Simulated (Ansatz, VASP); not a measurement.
**One calculation of PbSe, two programs**

File INCAR:

```
PREC = Accurate
ENCUT = 520
EDIFF = 1E-6
ISMEAR = 0
SIGMA = 0.03
LREAL = False
LASPH = True
NELM = 100
ALGO = Normal
ISIF = 2
LWAVE = False
LCHARG = False
GGA = PE
IVDW = 12
NBANDS = 17
```

File KPOINTS:

```
regular mesh
0
Gamma
  10 10 10
```

Contents of POSCAR:

```
PbSe
1.0
    0.0000000000      3.0788377739      3.3359207280
    3.0788377739      0.0000000000      3.3359207280
    3.0788377739      3.0788377739      0.0000000000
Pb Se
1 1
Direct
    0.0000000000      0.0000000000      0.0000000000
    0.5000000000      0.5000000000      0.5000000000
```

Input for Ansatz:

```yaml
crystal:
  lattice:
    - [0.0, 3.0788377739, 3.335920728]
    - [3.0788377739, 0.0, 3.335920728]
    - [3.0788377739, 3.0788377739, 0.0]
  atoms:
    - { symbol: Pb, position: [0.0, 0.0, 0.0] }
    - { symbol: Se, position: [0.5, 0.5, 0.5] }
basis:
  ecutwfc: 420
kpoints:
  mp_grid: { grid: [10, 10, 10] }
hamiltonian:
  xc: pbe
  dispersion: d3bj
scf:
  occupations: { method: gaussian, width: 0.03 }
output:
  forces: true
  stress: true
  eigenvalues: true
```

Alike in both runs: task single point; functional PBE; dispersion D3(BJ); k mesh 10 × 10 × 10; occupations gaussian, width 0.03 eV; no spin polarisation.

```csv
,VASP,Ansatz
version,VASP 6.6.1,Ansatz 0.2.0
potentials or method,"VASP PAW PBE potentials, release 64 (Pb_d, Se), cutoff 520 eV","scalar-relativistic, plane waves, PAW"
valence electrons in the cell,20,30
```

Ansatz gave:

* gap on the k mesh at the Fermi level (eV): 0.45
* least direct gap on the mesh (eV): 0.45
* pressure (GPa): -2.1
* traceless stress, the component that is largest in VASP (GPa): -3.69

Task: What did VASP give for the same quantities?

Result: gap on the k mesh at the Fermi level (eV): 0.45; least direct gap on the mesh (eV): 0.45; pressure (GPa): -2.2; traceless stress, the component that is largest in VASP (GPa): -3.70.

VASP's potentials hold 20 valence electrons a cell and Ansatz's 30, so a difference there can come from the potentials and not from the codes. Ansatz's warnings: dispersion switch in reach.

Spin-orbit coupling is off throughout.
